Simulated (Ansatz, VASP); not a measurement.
GaAs in VASP and in Ansatz

INCAR

```
SYSTEM = GaAs
PREC     = Accurate       ! precision mode
ENCUT    = 520            ! plane-wave cutoff, eV
EDIFF    = 1E-6           ! SCF threshold, eV
ISMEAR   = 0              ! smearing method
SIGMA    = 0.05           ! smearing width, eV
LREAL    = .FALSE.        ! projectors in reciprocal space
LASPH    = .TRUE.         ! aspherical terms in the spheres
NELM     = 60             ! most SCF steps
ALGO     = Normal         ! electronic algorithm
ISIF     = 2              ! what is computed and relaxed
LWAVE    = .FALSE.        ! write WAVECAR
LCHARG   = .FALSE.        ! write CHGCAR
GGA      = PE             ! functional
NBANDS   = 16             ! bands
```

File KPOINTS:

```
Automatic mesh
0
G
  10 10 10
  0 0 0
```

The input POSCAR:

```
GaAs
1.0
    0.0000000000      2.6855075000      2.6855075000
    2.6855075000      0.0000000000      2.6855075000
    2.6855075000      2.6855075000      0.0000000000
Ga As
1 1
Direct
    0.0000000000      0.0000000000      0.0000000000
    0.7500000000      0.7500000000      0.7500000000
```

Input for Ansatz:

```yaml
crystal:
  lattice:
    - [0.0, 2.6855075, 2.6855075]
    - [2.6855075, 0.0, 2.6855075]
    - [2.6855075, 2.6855075, 0.0]
  atoms:
    - { symbol: Ga, position: [0.0, 0.0, 0.0] }
    - { symbol: As, position: [0.75, 0.75, 0.75] }
basis:
  ecutwfc: 420
kpoints:
  mp_grid: { grid: [10, 10, 10] }
hamiltonian:
  xc: pbe
scf:
  occupations: { method: gaussian, width: 0.05 }
output:
  forces: true
  stress: true
  eigenvalues: true
```

Change from the starting cell: strain -0.050 along x and y, -0.050 along z, atoms carried along.

Alike in both runs: task single point; functional PBE; k mesh 10 × 10 × 10; occupations gaussian, width 0.05 eV; no spin polarisation.

|  | VASP | Ansatz |
| --- | --- | --- |
| version | VASP 6.6.1 | Ansatz 0.2.0 |
| potentials or method | VASP PAW PBE potentials, release 64 (Ga_d, As), cutoff 520 eV | scalar-relativistic, plane waves, PAW |
| valence electrons in the cell | 18 | 28 |

Ansatz gave:

* gap on the k mesh at the Fermi level (eV): 1.14
* least direct gap on the mesh (eV): 1.72
* pressure (GPa): 19.7

Task: Estimate VASP's values.

Result: gap on the k mesh at the Fermi level (eV): 1.13; least direct gap on the mesh (eV): 1.74; pressure (GPa): 20.0.

The functional is the same, so the differences come from potentials, cutoffs and numerics. VASP's potentials hold 18 valence electrons a cell and Ansatz's 28, so a difference there can come from the potentials and not from the codes.
